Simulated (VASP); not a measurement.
Write the native input for VASP 6.6.1 that does the following.

- Task: single point
- Functional: PBEsol
- Potentials or basis: VASP PAW PBE potentials, release 64 (Sc_sv)
- Cutoff: 500 eV
- k mesh: 6 × 6 × 4
- Occupations: gaussian, width 0.1 eV
- Spin: no spin polarisation
- Dipole correction: no
- Further INCAR settings: ALGO = Normal; EDIFF = 1e-06; NBANDS = 18

The structure of Sc lies in POSCAR:

```
Sc
1.0
    3.2770106429      0.0000000029      0.0000000000
   -1.6385053240      2.8379744638      0.0000000000
    0.0000000000      0.0000000000      5.0825631341
Sc
2
Direct
    0.3333333333      0.6666666667      0.2500000000
    0.6666666667      0.3333333333      0.7500000000
```

The input as run:

INCAR

```
ALGO = Normal
EDIFF = 1E-6
ENCUT = 500
GGA = PS
GGA_COMPAT = F
ISIF = 2
ISMEAR = 0
LASPH = T
LCHARG = T
LELF = T
LREAL = F
LVHAR = T
LWAVE = F
NBANDS = 18
NELM = 120
PREC = Accurate
SIGMA = 0.1
```

KPOINTS

```
k-points
0
Gamma
  6 6 4
```

Potentials or basis: VASP PAW PBE potentials, release 64 (Sc_sv).

Command:

```sh
$ cat potpaw_PBE.64/Sc_sv/POTCAR > POTCAR
$ mpirun -np 1 vasp_std > vasp.out
```

It gave:

```
Pressure               : -0.1 GPa
Band gap on the k mesh : zero (bands 11 and 12 overlap by 1.58 eV)
```

Caveat: the k points lie up to 0.37 Å⁻¹ apart, too coarse for converged energies and pressures of a metal; the PAW data sets were made with another functional, which shifts forces and pressure a little.

Wall time 6.2 s on 1 thread of Intel(R) Xeon(R) 6975P-C (Granite Rapids) (shared host), peak memory 0.16 GiB.
